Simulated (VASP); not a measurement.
## As: single point with LDA

As:

```
CELL_PARAMETERS angstrom
3.00317 0.00000 0.00000
-1.50158 2.60082 0.00000
0.00000 0.00000 4.86513
ATOMIC_POSITIONS crystal
As 0.19333 0.59667 0.14500
As 0.80667 0.40333 0.85500
```

This cell differs from its parent crystal: shortest bond scaled by 0.58.

```json
{"Program": "VASP 6.6.1", "Task": "single point", "Functional": "LDA", "Potentials or basis": "VASP PAW LDA potentials, release 64 (As)", "Cutoff": "520 eV", "k mesh": "11 × 11 × 6", "Occupations": "fermi-dirac, width 0.05 eV", "Spin": "no spin polarisation"}
```

```
Pressure               : 81.0 GPa
Largest force          : 26.972 eV/Å
Band gap on the k mesh : zero (band 5 reaches 8.05 eV, above the bottom of band 6 at 5.63 eV)
```

Forces in eV/Å, atoms in the order of the input:
```
As   13.069   7.545  22.356
As  -13.069  -7.545 -22.356
```

Stress tensor (GPa, compression positive):
```
 73.14  30.28  77.30
 30.28  38.17  44.63
 77.30  44.63 131.64
```

Levels at points of the mesh, in eV from the Fermi level:
| k point | band 1 | band 2 | band 3 | band 4 | band 5 | band 6 | band 7 | band 8 | band 9 | band 10 |
| --- | --- | --- | --- | --- | --- | --- | --- | --- | --- | --- |
| (0.00, 0.00, 0.00) | -18.55 | -9.17 | -5.04 | 0.98 | 1.61 | 2.58 | 4.54 | 9.49 | 9.78 | 11.25 |
| (0.00, 0.00, 0.50) | -18.47 | -10.31 | -2.20 | 1.55 | 1.67 | 2.53 | 4.08 | 4.57 | 9.85 | 9.92 |

Wall time 38 s on 1 thread of Intel Xeon 6975P-C, on a shared host, peak memory 0.2 GiB.

Caveat: the cell differs from its parent crystal (shortest bond scaled by 0.58); forces of over 1 eV/Å act on the atoms, so gaps and moduli don't describe the material at rest.
